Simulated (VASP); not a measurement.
Runs of VASP 6.6.1 on Si. It takes space group Imma (No. 74, orthorhombic). Conventional cell: a = 4.502 Å, b = 4.737 Å, c = 2.550 Å, α = 90.00°, β = 90.00°, γ = 90.00°. Within 3.3 Å of Si (site symmetry mm2) lie 10 Si at 2.39 to 3.27 Å. 

```csv
k mesh,gap on the mesh (eV),pressure (GPa),largest force (eV/Å)
10 × 10 × 10,none,(a),0.01
12 × 12 × 12,none,15.7,0.01
8 × 8 × 8,none,15.6,0.03
5 × 5 × 5,none,16.3,0.05
3 × 3 × 3,none,14.2,0.12
6 × 6 × 6,none,(b),0.01
```

Alike in all rows: task single point; level PBE; potentials or basis VASP PAW PBE potentials, release 64 (Si); no spin polarisation; cell as given; cutoff (eV) 500; smearing fermi-dirac 0.1 eV.

Problem. Estimate the missing entries.

Solution. (a) 15.8; (b) 15.3.

Caveats: some runs use coarse meshes; the cell stands under pressure (at least some runs).

A gap of «none» marks levels without a gap at the run's occupations.
